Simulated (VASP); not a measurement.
# NaGeI3 (Pm-3m) in VASP: further runs

The runs below take NaGeI3 through single point, relaxation of cell and atoms, with r2SCAN+rVV10.

All numbers are computed with VASP 6.6.1; they aren't measurements. Logs are shortened: lines on timing, memory, paths and dates and some standing lists are left out, and cuts for length are marked.

**1. The cell of the first run**

It takes space group Pm-3m (No. 221, cubic). Conventional cell: a = 5.840 Å, b = 5.840 Å, c = 5.840 Å, α = 90.00°, β = 90.00°, γ = 90.00°. Within 5.4 Å of Na (site symmetry m-3m) lie 12 I at 4.13 Å and 8 Ge at 5.06 Å. Within 3.8 Å of Ge (site symmetry m-3m) lie 6 I at 2.92 Å. Within 3.8 Å of I (site symmetry 4/mmm) lie 2 Ge at 2.92 Å.

**2. Single point, r2SCAN+rVV10**

File POSCAR:

```
NaGeI3
1.0
    5.8395390757      0.0000000000      0.0000000000
    0.0000000000      5.8395390757      0.0000000000
    0.0000000000      0.0000000000      5.8395390757
Na Ge I
1 1 3
Direct
    0.0000000000      0.0000000000      0.0000000000
    0.5000000000      0.5000000000      0.5000000000
    0.5000000000      0.5000000000      0.0000000000
    0.5000000000      0.0000000000      0.5000000000
    0.0000000000      0.5000000000      0.5000000000
```

File INCAR.step1:

```
PREC = Accurate ; ENCUT = 520
ISMEAR = -1 ; SIGMA = 0.03
LREAL = False ; LASPH = True
NELM = 60 ; NBANDS = 29
GGA = PE ; ALGO = Normal
EDIFF = 1E-4 ; LWAVE = True
LCHARG = False
```

File INCAR.step2:

```
PREC = Accurate ; ENCUT = 520
EDIFF = 1E-6 ; ISMEAR = -1
SIGMA = 0.03 ; LREAL = False
LASPH = True ; NELM = 60
ALGO = Normal ; ISIF = 2
LWAVE = False ; LCHARG = True
METAGGA = R2SCAN ; LMIXTAU = True
LUSE_VDW = True ; IVDW_NL = 2
BPARAM = 11.95 ; CPARAM = 0.0093
LELF = True ; LVHAR = True
NBANDS = 29 ; ISTART = 1
```

File KPOINTS:

```
regular mesh
0
Gamma
  4 4 4
```

Potentials or basis: VASP PAW PBE potentials, release 64 (Na_pv, Ge_d, I).

Command:

```
$ cat potpaw_PBE.64/Na_pv/POTCAR potpaw_PBE.64/Ge_d/POTCAR potpaw_PBE.64/I/POTCAR > POTCAR
$ cp INCAR.step1 INCAR
$ mpirun -np 1 vasp_std > vasp.out
$ cp INCAR.step2 INCAR
$ mpirun -np 1 vasp_std > vasp.out
```

OUTCAR:

```text
PREC = Accurate
   ENCUT = 520
   EDIFF = 1E-6
   ISMEAR = -1
   LREAL = False
   LASPH = True
   NELM = 60
   ISIF = 2
   METAGGA = R2SCAN
   IVDW_NL = 2
   BPARAM = 11.95
   ISTART = 1

 ion  position               nearest neighbor table
   1  0.000  0.000  0.000-
   2  0.500  0.500  0.500-   3 2.92   4 2.92   5 2.92   3 2.92   4 2.92   5 2.92
   3  0.500  0.500  0.000-   2 2.92   2 2.92
   4  0.500  0.000  0.500-   2 2.92   2 2.92
   5  0.000  0.500  0.500-   2 2.92   2 2.92

  LATTYP: Found a simple cubic cell.
 ALAT       =     5.8395390757

  Lattice vectors:

 A1 = (   5.8395390757,   0.0000000000,   0.0000000000)
 A2 = (   0.0000000000,   5.8395390757,   0.0000000000)
 A3 = (   0.0000000000,   0.0000000000,   5.8395390757)

Analysis of symmetry for initial positions (statically):
=====================================================================
 Subroutine PRICEL returns:
 Original cell was already a primitive cell.

 Routine SETGRP: Setting up the symmetry group for a
 simple cubic supercell.

 Subroutine GETGRP returns: Found 48 space group operations
 (whereof 48 operations were pure point group operations)
 out of a pool of 48 trial point group operations.

The static configuration has the point symmetry O_h .

Analysis of symmetry for dynamics (positions and initial velocities):
=====================================================================
 Subroutine PRICEL returns:
 Original cell was already a primitive cell.

 Routine SETGRP: Setting up the symmetry group for a
 simple cubic supercell.

 Subroutine GETGRP returns: Found 48 space group operations
 (whereof 48 operations were pure point group operations)
 out of a pool of 48 trial point group operations.

The dynamic configuration has the point symmetry O_h .

 Subroutine INISYM returns: Found 48 space group operations
 (whereof 48 operations are pure point group operations),
 and found     1 'primitive' translations

----------------------------------------------------------------------------------------

                                     Primitive cell

  volume of cell :     199.1295

  direct lattice vectors                    reciprocal lattice vectors
     5.839539076  0.000000000  0.000000000     0.171246392  0.000000000  0.000000000
     0.000000000  5.839539076  0.000000000     0.000000000  0.171246392  0.000000000
     0.000000000  0.000000000  5.839539076     0.000000000  0.000000000  0.171246392

  length of vectors
     5.839539076  5.839539076  5.839539076     0.171246392  0.171246392  0.171246392

  position of ions in fractional coordinates (direct lattice)
     0.000000000  0.000000000  0.000000000
     0.500000000  0.500000000  0.500000000
     0.500000000  0.500000000  0.000000000
     0.500000000  0.000000000  0.500000000
     0.000000000  0.500000000  0.500000000

  ion indices of the primitive-cell ions
   primitive index   ion index
                 1           1
                 2           2
                 3           3
                 4           4
                 5           5

----------------------------------------------------------------------------------------

 KPOINTS: regular mesh

Automatic generation of k-mesh.
 Grid dimensions read from file:
 generate k-points for:    4    4    4

 Generating k-lattice:

  Cartesian coordinates                     Fractional coordinates (reciprocal lattice)
     0.042811598  0.000000000  0.000000000     0.250000000  0.000000000  0.000000000
     0.000000000  0.042811598  0.000000000     0.000000000  0.250000000  0.000000000
     0.000000000  0.000000000  0.042811598     0.000000000  0.000000000  0.250000000

  Length of vectors
     0.042811598  0.042811598  0.042811598

  Shift w.r.t. Gamma in fractional coordinates (k-lattice)
     0.000000000  0.000000000  0.000000000

 Subroutine IBZKPT returns following result:
 ===========================================

 Found     10 irreducible k-points:

 Following reciprocal coordinates:
            Coordinates               Weight
  0.000000  0.000000  0.000000      1.000000
  0.250000  0.000000  0.000000      6.000000
  0.500000  0.000000  0.000000      3.000000
  0.250000  0.250000  0.000000     12.000000
  0.500000  0.250000  0.000000     12.000000
  0.500000  0.500000  0.000000      3.000000
  0.250000  0.250000  0.250000      8.000000
  0.500000  0.250000  0.250000     12.000000
  0.500000  0.500000  0.250000      6.000000
  0.500000  0.500000  0.500000      1.000000
   k-points           NKPTS =     10   k-points in BZ     NKDIM =     10   number of bands    NBANDS=     29
   number of dos      NEDOS =    301   number of ions     NIONS =      5
   total plane-waves  NPLWV = 110592
   dimension x,y,z NGX =    48 NGY =   48 NGZ =   48
   dimension x,y,z NGXF=    96 NGYF=   96 NGZF=   96
   ions per type =               1   1   3
   NGX,Y,Z   is equivalent  to a cutoff of  13.67, 13.67, 13.67 a.u.
   NGXF,Y,Z  is equivalent  to a cutoff of  27.33, 27.33, 27.33 a.u.
 SYSTEM =  unknown system
   PREC   = accura    normal or accurate (medium, high low for compatibility)
   ISTART =      1    job   : 0-new  1-cont  2-samecut
   ICHARG =      0    charge: 1-file 2-atom 10-const
   ISPIN  =      1    spin polarized calculation?
   LNONCOLLINEAR =      F non collinear calculations
   LSORBIT =      F    spin-orbit coupling
   LASPH  =      T    aspherical Exc in radial PAW
   ENCUT  =  520.0 eV  38.22 Ry    6.18 a.u.  10.86 10.86 10.86*2*pi/ulx,y,z
   NELM   =     60;   NELMIN=  2; NELMDL=  0     # of ELM steps
   EDIFF  = 0.1E-05   stopping-criterion for ELM
   LREAL  =      F    real-space projection
   EDIFFG = 0.1E-04   stopping-criterion for IOM
   NSW    =      0    number of steps for IOM
   IBRION =     -1    ionic relax: 0-MD 1-quasi-New 2-CG
   NFREE  =      0    steps in history (QN), initial steepest desc. (CG)
   ISIF   =      2    stress and relaxation
   ISYM   =      2    0-nonsym 1-usesym 2-fastsym
   POTIM  = 0.5000    time-step for ionic-motion
   TEBEG  =    0.0;   TEEND  =   0.0 temperature during run
   PSTRESS=    0.0 pullay stress
   NELECT =      42.0000    total number of electrons
   NUPDOWN=      -1.0000    fix difference up-down
   EMIN   =  10.00;   EMAX   =-10.00  energy-range for DOS
   EFERMI =   0.00;   METHOD = LEGACY
   ISMEAR =    -1;   SIGMA  =   0.03  broadening in eV -4-tet -1-fermi 0-gaus
   EFERMI_NEDOS =   21; number of points for ismear=-14 and -15
   IALGO  =     38    algorithm
   IMIX   =      4    mixing-type and parameters
     AMIX     =   0.40;   BMIX     =  1.00
     AMIX_MAG =   1.60;   BMIX_MAG =  1.00
  volume/ion in A,a.u.               =      39.83       268.76
  Fermi-wavevector in a.u.,A,eV,Ry     =   0.974494  1.841527 12.920628  0.949639
  Thomas-Fermi vector in A             =   2.104959
   LORBIT       =      0    0 simple, 1 ext, 2 COOP (PROOUT), +10 PAW based schemes
   METAGGA = R2SCAN    functional components
   LHFCALC =     F    Hartree Fock is set to
   AEXX    =    0.0000 exact exchange contribution
   IVDW_NL    =     2    kernel type
   BPARAM     =11.9500
   IVDW    =     0    specifies the selected vdW correction
   LEPSILON=     F    determine dielectric tensor
   LRPA    =     F    only Hartree local field effects (RPA)
 non-spin polarized calculation
  energy-cutoff  :      520.00
  volume of cell :      199.13
 maximum number of plane-waves:      5400
 NGX is ok and might be reduce to    48
   NGX = 21   NGY = 21   NGZ = 21

 number of electron      42.0000036 magnetization

 Free energy of the ion-electron system (eV)
  ---------------------------------------------------
  ext. energy  EPLUGINS =         0.00000000
  ---------------------------------------------------
  free energy    TOTEN  =       -92.52487758 eV

  energy without entropy =      -92.52481485  energy(sigma->0) =      -92.52484622

 E-fermi :   2.7831     XC(G=0):  -8.0154

 val. band max:        2.6234132341   @ k =   0.5000   0.5000   0.5000
 cond. band min:       2.9757932113   @ k =   0.5000   0.5000   0.5000
 fundamental gap:      0.3523799772
 Fermi energy:         2.7830542750

 k-point     1 :       0.0000    0.0000    0.0000
  band No.  band energies     occupation
      1     -23.9253      2.00000
      2     -23.9253      2.00000
      3     -23.9253      2.00000
      4     -23.5674      2.00000
      5     -23.5674      2.00000
      6     -23.5518      2.00000
[... 21 lines left out ...]
     28       7.9118      0.00000
     29       7.9118      0.00000

 k-point     2 :       0.2500    0.0000    0.0000
  band No.  band energies     occupation
      1     -23.9253      2.00000
      2     -23.9253      2.00000
      3     -23.9253      2.00000
      4     -23.5674      2.00000
      5     -23.5673      2.00000
      6     -23.5518      2.00000
[... 21 lines left out ...]
     28       7.9700      0.00000
     29       8.1682      0.00000

 k-point     3 :       0.5000    0.0000    0.0000
  band No.  band energies     occupation
      1     -23.9253      2.00000
      2     -23.9253      2.00000
      3     -23.9253      2.00000
      4     -23.5674      2.00000
      5     -23.5671      2.00000
      6     -23.5519      2.00000
[... 21 lines left out ...]
     28       7.9327      0.00000
     29       7.9327      0.00000

 k-point     4 :       0.2500    0.2500    0.0000
  band No.  band energies     occupation
      1     -23.9253      2.00000
      2     -23.9253      2.00000
      3     -23.9253      2.00000
      4     -23.5674      2.00000
      5     -23.5672      2.00000
      6     -23.5519      2.00000
[... 21 lines left out ...]
     28       7.9210      0.00000
     29       7.9763      0.00000

 k-point     5 :       0.5000    0.2500    0.0000
  band No.  band energies     occupation
      1     -23.9253      2.00000
      2     -23.9253      2.00000
      3     -23.9252      2.00000
      4     -23.5673      2.00000
      5     -23.5671      2.00000
      6     -23.5519      2.00000
[... 21 lines left out ...]
     28       7.7012      0.00000
     29       8.6522      0.00000

 k-point     6 :       0.5000    0.5000    0.0000
  band No.  band energies     occupation
      1     -23.9253      2.00000
      2     -23.9253      2.00000
      3     -23.9252      2.00000
      4     -23.5673      2.00000
      5     -23.5670      2.00000
      6     -23.5519      2.00000
[... 21 lines left out ...]
     28       7.6979      0.00000
     29       9.9303      0.00000

 k-point     7 :       0.2500    0.2500    0.2500
  band No.  band energies     occupation
      1     -23.9253      2.00000
      2     -23.9253      2.00000
      3     -23.9253      2.00000
      4     -23.5672      2.00000
      5     -23.5672      2.00000
      6     -23.5519      2.00000
[... 21 lines left out ...]
     28       7.8442      0.00000
     29       8.7416      0.00000

 k-point     8 :       0.5000    0.2500    0.2500
  band No.  band energies     occupation
      1     -23.9253      2.00000
      2     -23.9253      2.00000
      3     -23.9253      2.00000
      4     -23.5672      2.00000
      5     -23.5670      2.00000
      6     -23.5519      2.00000
[... 21 lines left out ...]
     28       8.6066      0.00000
     29       9.1765      0.00000

 k-point     9 :       0.5000    0.5000    0.2500
  band No.  band energies     occupation
      1     -23.9253      2.00000
      2     -23.9253      2.00000
      3     -23.9253      2.00000
      4     -23.5671      2.00000
      5     -23.5670      2.00000
      6     -23.5519      2.00000
[... 21 lines left out ...]
     28       8.2243      0.00000
     29       9.3489      0.00000

 k-point    10 :       0.5000    0.5000    0.5000
  band No.  band energies     occupation
      1     -23.9253      2.00000
      2     -23.9253      2.00000
      3     -23.9253      2.00000
      4     -23.5670      2.00000
      5     -23.5670      2.00000
      6     -23.5519      2.00000
[... 21 lines left out ...]
     28       8.8726      0.00000
     29       9.1025      0.00000

------------------------ aborting loop because EDIFF is reached ----------------------------------------

  FORCE on cell =-STRESS in cart. coord.  units (eV):
  Direction    XX          YY          ZZ          XY          YZ          ZX
  --------------------------------------------------------------------------------------
  -------------------------------------------------------------------------------------
  Total        0.0548040      0.0548040      0.0548040      0.0000000     -0.0000000      0.0000000
  in kB        0.4409478      0.4409478      0.4409478      0.0000000     -0.0000000      0.0000000
  external PRESSURE =       0.4409478 kB  Pullay stress =       0.0000000 kB

 VOLUME and BASIS-vectors are now :
 -----------------------------------------------------------------------------
  energy-cutoff  :      520.00
  volume of cell :      199.13
      direct lattice vectors                 reciprocal lattice vectors
     5.839539076  0.000000000  0.000000000     0.171246392  0.000000000  0.000000000
     0.000000000  5.839539076  0.000000000     0.000000000  0.171246392  0.000000000
     0.000000000  0.000000000  5.839539076     0.000000000  0.000000000  0.171246392

 POSITION                                       TOTAL-FORCE (eV/Angst)
 -----------------------------------------------------------------------------------
      0.00000      0.00000      0.00000         0.000000      0.000000      0.000000
      2.91977      2.91977      2.91977         0.000000      0.000000      0.000000
      2.91977      2.91977      0.00000         0.000000      0.000000      0.000000
      2.91977      0.00000      2.91977         0.000000      0.000000      0.000000
      0.00000      2.91977      2.91977         0.000000      0.000000      0.000000
 -----------------------------------------------------------------------------------
    total drift:                                0.000000     -0.000000     -0.000000

  FREE ENERGIE OF THE ION-ELECTRON SYSTEM (eV)
  ---------------------------------------------------
  free  energy   TOTEN  =       -92.5248775796 eV

  energy  without entropy=      -92.5248148538  energy(sigma->0) =      -92.52484622
```

Run time: 3.1 min. Hardware: 1 thread of Intel Xeon 6975P-C (Granite Rapids), shared host; peak memory 0.77 GiB.

What came out:

```
Free energy            : -92.5249 eV
Pressure               : 0.0 GPa
Band gap on the k mesh : 0.35 eV
```

Levels at points of the mesh, in eV from the valence-band top:
| k point | band 18 | band 19 | band 20 | band 21 | band 22 | band 23 | band 24 | band 25 |
| --- | --- | --- | --- | --- | --- | --- | --- | --- |
| (0.00, 0.00, 0.00) | -2.25 | -2.13 | -2.13 | -2.13 | 1.55 | 4.57 | 4.57 | 4.57 |
| (0.50, 0.00, 0.00) | -2.46 | -2.16 | -2.16 | -1.54 | 0.87 | 3.49 | 3.57 | 4.99 |
| (0.50, 0.50, 0.00) | -2.67 | -2.41 | -1.42 | -0.75 | 0.74 | 0.74 | 3.15 | 4.32 |
| (0.50, 0.50, 0.50) | -1.40 | -1.40 | -1.40 | 0.00 | 0.35 | 0.35 | 0.35 | 1.80 |

Caveat: the PAW data sets were made with another functional, which shifts forces and pressure a little; spin-orbit coupling is left out, which moves the levels of the heavy elements. A k mesh can miss the band edges.

(Part 1 of 2 ends here.)
